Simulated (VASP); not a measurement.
# Ta (Im-3m) in VASP: settings compared

Ta is run at these levels: revPBE, BLYP, PBE+D3(BJ); tasks: single point, relaxation of cell and atoms.

Program: VASP 6.6.1. These are calculated values, not measurements. Logs are shortened: lines on timing, memory, paths and dates and some standing lists are left out, and cuts for length are marked.

## (1) The cell of the first run

Symmetry: Im-3m, No. 229, cubic system. The conventional cell has a = 3.331 Å, b = 3.331 Å, c = 3.331 Å, α = 90.00°, β = 90.00°, γ = 90.00°. Within 3.8 Å of Ta (site symmetry m-3m) lie 14 Ta at 2.88 to 3.33 Å.

## (2) Single point, revPBE

The input, INCAR:

```
PREC     = Accurate       # precision mode
ENCUT    = 520            # plane-wave cutoff, eV
EDIFF    = 1E-6           # SCF threshold, eV
ISMEAR   = -1             # smearing method
SIGMA    = 0.05           # smearing width, eV
LREAL    = F              # projectors in reciprocal space
LASPH    = T              # aspherical terms in the spheres
NELM     = 60             # most SCF steps
ALGO     = Normal         # electronic algorithm
ISIF     = 2              # what is computed and relaxed
LWAVE    = F              # write WAVECAR
LCHARG   = F              # write CHGCAR
GGA      = RE             # functional
NBANDS   = 12             # bands
```

The input, KPOINTS:

```
regular mesh
0
Gamma
  11 11 11
```

The input, POSCAR:

```
Ta
1.0
   -1.6655468149      1.6655468149      1.6655468149
    1.6655468149     -1.6655468149      1.6655468149
    1.6655468149      1.6655468149     -1.6655468149
Ta
1
Direct
    0.0000000000      0.0000000000      0.0000000000
```

Potentials or basis: VASP PAW PBE potentials, release 64 (Ta_pv).

Run with:

```sh
$ cat potpaw_PBE.64/Ta_pv/POTCAR > POTCAR
$ mpirun -np 1 vasp_std > vasp.out
```

OUTCAR:

```text
PREC = Accurate
   ENCUT = 520
   EDIFF = 1E-6
   ISMEAR = -1
   LREAL = F
   LASPH = T
   NELM = 60
   ISIF = 2
   GGA = RE

 ion  position               nearest neighbor table
   1  0.000  0.000  0.000-

  LATTYP: Found a body centered cubic cell.
 ALAT       =     3.3310936298

  Lattice vectors:

 A1 = (  -1.6655468149,   1.6655468149,   1.6655468149)
 A2 = (   1.6655468149,  -1.6655468149,   1.6655468149)
 A3 = (   1.6655468149,   1.6655468149,  -1.6655468149)

Analysis of symmetry for initial positions (statically):
=====================================================================
 Subroutine PRICEL returns:
 Original cell was already a primitive cell.

 Routine SETGRP: Setting up the symmetry group for a
 body centered cubic supercell.

 Subroutine GETGRP returns: Found 48 space group operations
 (whereof 48 operations were pure point group operations)
 out of a pool of 48 trial point group operations.

The static configuration has the point symmetry O_h .

Analysis of symmetry for dynamics (positions and initial velocities):
=====================================================================
 Subroutine PRICEL returns:
 Original cell was already a primitive cell.

 Routine SETGRP: Setting up the symmetry group for a
 body centered cubic supercell.

 Subroutine GETGRP returns: Found 48 space group operations
 (whereof 48 operations were pure point group operations)
 out of a pool of 48 trial point group operations.

The dynamic configuration has the point symmetry O_h .

 Subroutine INISYM returns: Found 48 space group operations
 (whereof 48 operations are pure point group operations),
 and found     1 'primitive' translations

----------------------------------------------------------------------------------------

                                     Primitive cell

  volume of cell :      18.4812

  direct lattice vectors                    reciprocal lattice vectors
    -1.665546815  1.665546815  1.665546815     0.000000000  0.300201709  0.300201709
     1.665546815 -1.665546815  1.665546815     0.300201709  0.000000000  0.300201709
     1.665546815  1.665546815 -1.665546815     0.300201709  0.300201709  0.000000000

  length of vectors
     2.884811706  2.884811706  2.884811706     0.424549328  0.424549328  0.424549328

  position of ions in fractional coordinates (direct lattice)
     0.000000000  0.000000000  0.000000000

  ion indices of the primitive-cell ions
   primitive index   ion index
                 1           1

----------------------------------------------------------------------------------------

 KPOINTS: regular mesh

Automatic generation of k-mesh.
 Grid dimensions read from file:
 generate k-points for:   11   11   11

 Generating k-lattice:

  Cartesian coordinates                     Fractional coordinates (reciprocal lattice)
     0.000000000  0.027291064  0.027291064     0.090909091  0.000000000  0.000000000
     0.027291064  0.000000000  0.027291064     0.000000000  0.090909091  0.000000000
     0.027291064  0.027291064  0.000000000     0.000000000  0.000000000  0.090909091

  Length of vectors
     0.038595393  0.038595393  0.038595393

  Shift w.r.t. Gamma in fractional coordinates (k-lattice)
     0.000000000  0.000000000  0.000000000

 Subroutine IBZKPT returns following result:
 ===========================================

 Found     56 irreducible k-points:

 Following reciprocal coordinates:
            Coordinates               Weight
  0.000000  0.000000  0.000000      1.000000
  0.090909  0.000000  0.000000     12.000000
  0.181818  0.000000  0.000000     12.000000
  0.272727  0.000000  0.000000     12.000000
  0.363636  0.000000  0.000000     12.000000
  0.454545  0.000000  0.000000     12.000000
[... 16 lines left out ...]
  0.272727  0.181818  0.090909     48.000000
  0.363636  0.181818  0.090909     24.000000
 [... further k-points ...]
   k-points           NKPTS =     56   k-points in BZ     NKDIM =     56   number of bands    NBANDS=     12
   number of dos      NEDOS =    301   number of ions     NIONS =      1
   total plane-waves  NPLWV =  13824
   dimension x,y,z NGX =    24 NGY =   24 NGZ =   24
   dimension x,y,z NGXF=    48 NGYF=   48 NGZF=   48
   ions per type =               1
   NGX,Y,Z   is equivalent  to a cutoff of  13.83, 13.83, 13.83 a.u.
   NGXF,Y,Z  is equivalent  to a cutoff of  27.66, 27.66, 27.66 a.u.
 SYSTEM =  unknown system
   PREC   = accura    normal or accurate (medium, high low for compatibility)
   ISTART =      0    job   : 0-new  1-cont  2-samecut
   ICHARG =      2    charge: 1-file 2-atom 10-const
   ISPIN  =      1    spin polarized calculation?
   LNONCOLLINEAR =      F non collinear calculations
   LSORBIT =      F    spin-orbit coupling
   LASPH  =      T    aspherical Exc in radial PAW
   ENCUT  =  520.0 eV  38.22 Ry    6.18 a.u.   5.36  5.36  5.36*2*pi/ulx,y,z
   NELM   =     60;   NELMIN=  2; NELMDL= -5     # of ELM steps
   EDIFF  = 0.1E-05   stopping-criterion for ELM
   LREAL  =      F    real-space projection
   EDIFFG = 0.1E-04   stopping-criterion for IOM
   NSW    =      0    number of steps for IOM
   IBRION =     -1    ionic relax: 0-MD 1-quasi-New 2-CG
   NFREE  =      0    steps in history (QN), initial steepest desc. (CG)
   ISIF   =      2    stress and relaxation
   ISYM   =      2    0-nonsym 1-usesym 2-fastsym
   POTIM  = 0.5000    time-step for ionic-motion
   TEBEG  =    0.0;   TEEND  =   0.0 temperature during run
   PSTRESS=    0.0 pullay stress
   NELECT =      11.0000    total number of electrons
   NUPDOWN=      -1.0000    fix difference up-down
   EMIN   =  10.00;   EMAX   =-10.00  energy-range for DOS
   EFERMI =   0.00;   METHOD = LEGACY
   ISMEAR =    -1;   SIGMA  =   0.05  broadening in eV -4-tet -1-fermi 0-gaus
   EFERMI_NEDOS =   21; number of points for ismear=-14 and -15
   IALGO  =     38    algorithm
   IMIX   =      4    mixing-type and parameters
     AMIX     =   0.40;   BMIX     =  1.00
     AMIX_MAG =   1.60;   BMIX_MAG =  1.00
  volume/ion in A,a.u.               =      18.48       124.72
  Fermi-wavevector in a.u.,A,eV,Ry     =   1.377090  2.602322 25.801761  1.896376
  Thomas-Fermi vector in A             =   2.502275
   LORBIT       =      0    0 simple, 1 ext, 2 COOP (PROOUT), +10 PAW based schemes
   GGA     = RE    functional components
   LHFCALC =     F    Hartree Fock is set to
   AEXX    =    0.0000 exact exchange contribution
   IVDW    =     0    specifies the selected vdW correction
   LEPSILON=     F    determine dielectric tensor
   LRPA    =     F    only Hartree local field effects (RPA)
 non-spin polarized calculation
  energy-cutoff  :      520.00
  volume of cell :       18.48
 maximum number of plane-waves:       531
 NGX is ok and might be reduce to    24
   NGX = 11   NGY = 11   NGZ = 11

 number of electron      11.0000000 magnetization

 Free energy of the ion-electron system (eV)
  ---------------------------------------------------
  ext. energy  EPLUGINS =         0.00000000
  ---------------------------------------------------
  free energy    TOTEN  =       -11.42063095 eV

  energy without entropy =      -11.41058095  energy(sigma->0) =      -11.41560595

 E-fermi :   5.3341     XC(G=0): -12.4477

 val. band max:        5.3180868658   @ k =   0.1818   0.0000   0.0000
 cond. band min:       5.3858012900   @ k =   0.3636   0.1818   0.0000
 fundamental gap:      0.0677144242
 Fermi energy:         5.3340563117

 k-point     1 :       0.0000    0.0000    0.0000
  band No.  band energies     occupation
      1     -27.8501      2.00000
      2     -27.8501      2.00000
      3     -27.8501      2.00000
      4      -2.4717      2.00000
      5       6.0917      0.00000
      6       6.0917      0.00000
      7       6.0917      0.00000
      8       9.2774      0.00000
      9       9.2774      0.00000
     10      19.9983      0.00000
     11      20.2068      0.00000
     12      20.2068      0.00000

 k-point     2 :       0.0909    0.0000    0.0000
  band No.  band energies     occupation
      1     -27.9420      2.00000
      2     -27.8786      2.00000
      3     -27.8505      2.00000
      4      -2.1181      2.00000
      5       5.8658      0.00005
      6       6.0134      0.00000
      7       6.4401      0.00000
      8       8.9450      0.00000
      9       9.2808      0.00000
     10      19.9982      0.00000
     11      20.5080      0.00000
     12      20.8295      0.00000

 k-point     3 :       0.1818    0.0000    0.0000
  band No.  band energies     occupation
      1     -28.1825      2.00000
      2     -27.9545      2.00000
      3     -27.8517      2.00000
      4      -1.1557      2.00000
      5       5.3181      1.15835
      6       5.6421      0.00421
      7       7.4561      0.00000
      8       8.6025      0.00000
      9       9.3352      0.00000
     10      19.9976      0.00000
     11      20.8809      0.00000
     12      22.4461      0.00000

 k-point     4 :       0.2727    0.0000    0.0000
  band No.  band energies     occupation
      1     -28.4845      2.00000
      2     -28.0522      2.00000
      3     -27.8533      2.00000
      4       0.0663      2.00000
      5       4.6967      1.99999
      6       5.2095      1.84693
      7       8.7865      0.00000
      8       9.0433      0.00000
      9       9.5160      0.00000
     10      19.9444      0.00000
     11      19.9936      0.00000
     12      21.1422      0.00000

 k-point     5 :       0.3636    0.0000    0.0000
  band No.  band energies     occupation
      1     -28.7505      2.00000
      2     -28.1405      2.00000
      3     -27.8548      2.00000
      4       0.8877      2.00000
      5       4.1952      2.00000
      6       5.5526      0.02496
      7       9.1364      0.00000
      8       9.8221      0.00000
      9      10.9747      0.00000
     10      18.3474      0.00000
     11      18.6323      0.00000
     12      20.0052      0.00000
[... 228 lines left out ...]
      1     -27.9726      2.00000
      2     -27.9075      2.00000
      3     -27.9075      2.00000
      4      -1.7722      2.00000
      5       6.0122      0.00000
      6       6.0122      0.00000
      7       6.4294      0.00000
      8       8.1957      0.00000
      9       9.6609      0.00000
     10      19.9985      0.00000
     11      21.3630      0.00000
     12      21.4255      0.00000

 k-point    22 :       0.1818    0.1818    0.0909
  band No.  band energies     occupation
      1     -28.6828      2.00000
      2     -28.1236      2.00000
      3     -27.9921      2.00000
      4       1.8967      2.00000
      5       4.0707      2.00000
      6       4.2120      2.00000
      7       9.3427      0.00000
      8       9.8977      0.00000
      9      12.3390      0.00000
     10      18.1743      0.00000
     11      20.0019      0.00000
     12      20.5065      0.00000

 k-point    23 :       0.2727    0.1818    0.0909
  band No.  band energies     occupation
      1     -28.7325      2.00000
      2     -28.2665      2.00000
      3     -28.0180      2.00000
      4       2.5441      2.00000
      5       3.8793      2.00000
      6       4.7019      1.99999
      7       9.5953      0.00000
      8      10.1275      0.00000
      9      14.2394      0.00000
     10      15.4061      0.00000
     11      19.0897      0.00000
     12      20.0003      0.00000

 k-point    24 :       0.3636    0.1818    0.0909
  band No.  band energies     occupation
      1     -28.7349      2.00000
      2     -28.3383      2.00000
      3     -28.0251      2.00000
      4       2.5858      2.00000
      5       3.8201      2.00000
      6       5.3118      1.21859
      7       9.6740      0.00000
      8      10.2276      0.00000
      9      14.1643      0.00000
     10      15.1623      0.00000
     11      18.4723      0.00000
     12      19.9990      0.00000

 [... further k-points ...]
[... 5 lines left out ...]
  --------------------------------------------------------------------------------------
  -------------------------------------------------------------------------------------
  Total        0.0070975      0.0070975      0.0070975      0.0000000     -0.0000000      0.0000000
  in kB        0.6152969      0.6152969      0.6152969      0.0000000     -0.0000000      0.0000000
  external PRESSURE =       0.6152969 kB  Pullay stress =       0.0000000 kB

 VOLUME and BASIS-vectors are now :
 -----------------------------------------------------------------------------
  energy-cutoff  :      520.00
  volume of cell :       18.48
      direct lattice vectors                 reciprocal lattice vectors
    -1.665546815  1.665546815  1.665546815     0.000000000  0.300201709  0.300201709
     1.665546815 -1.665546815  1.665546815     0.300201709  0.000000000  0.300201709
     1.665546815  1.665546815 -1.665546815     0.300201709  0.300201709  0.000000000

 POSITION                                       TOTAL-FORCE (eV/Angst)
 -----------------------------------------------------------------------------------
      0.00000      0.00000      0.00000         0.000000      0.000000     -0.000000
 -----------------------------------------------------------------------------------
    total drift:                                0.000000      0.000000     -0.000000

  FREE ENERGIE OF THE ION-ELECTRON SYSTEM (eV)
  ---------------------------------------------------
  free  energy   TOTEN  =       -11.4206309539 eV

  energy  without entropy=      -11.4105809545  energy(sigma->0) =      -11.41560595
```

Run time: 12 s. Hardware: 1 thread of Intel Xeon 8259CL, shared host; peak memory 0.14 GiB.

Results:

| Property | Result |
| --- | --- |
| Free energy | -11.4206 eV |
| Pressure | 0.1 GPa |

Levels at points of the mesh, in eV from the Fermi level:
| k point | band 2 | band 3 | band 4 | band 5 | band 6 | band 7 | band 8 | band 9 |
| --- | --- | --- | --- | --- | --- | --- | --- | --- |
| (0.00, 0.00, 0.00) | -33.18 | -33.18 | -7.81 | 0.76 | 0.76 | 0.76 | 3.94 | 3.94 |

Caveat: the PAW data sets were made with another functional, which shifts forces and pressure a little; spin-orbit coupling is left out, which moves the levels of the heavy elements.

(Continued in part 2 of 2.)
